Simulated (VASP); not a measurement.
Wanted: the native input for a VASP 6.6.1 run.

```
Task                   : single point
Functional             : PBE
Potentials or basis    : VASP PAW PBE potentials, release 64 (Be, Te)
Cutoff                 : 600 eV
k mesh                 : 6 × 6 × 6
Occupations            : gaussian, width 0.01 eV
Spin                   : no spin polarisation
Dipole correction      : no
Further INCAR settings : ALGO = Normal; EDIFF = 1e-06; NBANDS = 11
```

The structure of BeTe lies in POSCAR:

```
BeTe
1.0
    0.0000000000      2.8331812673      2.8331812673
    2.8331812673      0.0000000000      2.8331812673
    2.8331812673      2.8331812673      0.0000000000
Be Te
1 1
Direct
    0.0000000000      0.0000000000      0.0000000000
    0.2500000000      0.2500000000      0.2500000000
```

One way to write it, as run:

INCAR

```
ALGO     = Normal         # electronic algorithm
EDIFF    = 1E-6           # SCF threshold, eV
ENCUT    = 600            # plane-wave cutoff, eV
GGA      = PE             # functional
GGA_COMPAT= False        
ISIF     = 2              # what is computed and relaxed
ISMEAR   = 0              # smearing method
LASPH    = True           # aspherical terms in the spheres
LCHARG   = True           # write CHGCAR
LELF     = True           # ELF
LREAL    = False          # projectors in reciprocal space
LVHAR    = True         
LWAVE    = False          # write WAVECAR
NBANDS   = 11             # bands
NELM     = 120            # most SCF steps
PREC     = Accurate       # precision mode
SIGMA    = 0.01           # smearing width, eV
```

KPOINTS

```
k-points
0
Gamma
  6 6 6
```

Potentials or basis: VASP PAW PBE potentials, release 64 (Be, Te).

Command:

```sh
$ cat potpaw_PBE.64/Be/POTCAR potpaw_PBE.64/Te/POTCAR > POTCAR
$ mpirun -np 1 vasp_std > vasp.out
```

Results of the run:

```json
{"Pressure": "0.1 GPa", "Band gap on the k mesh": "2.02 eV, indirect (least direct gap 3.62 eV)"}
```

Caveat: spin-orbit coupling is left out, which moves the levels of the heavy elements.

It took 13 s on 1 thread of Intel Xeon 8259CL (shared host), peak memory 0.17 GiB.
